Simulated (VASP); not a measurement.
Runs of VASP 6.6.1 on Ta2C. The structure is that of space group P-3m1 (No. 164), or close to it. The cells are those of the table. 

| task | cell | k mesh | cutoff (eV) | gap on the mesh (eV) | pressure (GPa) | largest force (eV/Å) |
| --- | --- | --- | --- | --- | --- | --- |
| single point | a = 3.126, b = 3.126, c = 4.970 Å, angles 90.0, 90.0, 120.0°, 3 atoms | 18 × 18 × 10 | 520 | none | (b) | 0.04 |
| single point | a = 3.188, b = 3.188, c = 5.069 Å, angles 90.0, 90.0, 120.0°, 3 atoms | 18 × 18 × 10 | 520 | none | -19.5 | 0.04 |
| single point | a = 3.064, b = 3.064, c = 4.950 Å, angles 90.0, 90.0, 120.0°, 3 atoms | 18 × 18 × 10 | 520 | none | (a) | 0.05 |
| relaxation of cell and atoms | relaxed from a = 3.106, b = 3.106, c = 4.946 Å, angles 90.0, 90.0, 120.0°, 3 atoms | 18 × 18 × 8 | 600 | none | 0.0 | - |
| single point | a = 3.266, b = 3.266, c = 5.127 Å, angles 90.0, 90.0, 120.0°, 3 atoms | 15 × 15 × 8 | 520 | none | -30.8 | 4.04 |

Alike in all rows: level PBEsol; potentials or basis VASP PAW PBE potentials, release 64 (Ta_pv, C); no spin polarisation; smearing gaussian 0.1 eV.

Estimate the missing entries.

(a) 4.5; (b) -7.2.

Caveats: the PAW data sets were made with another functional, which shifts forces and pressure a little; spin-orbit coupling is left out, which moves the levels of the heavy elements.

A k mesh can miss the band edges, and the runs leave out spin-orbit coupling on Ta.

A gap of «none» marks levels without a gap at the run's occupations.
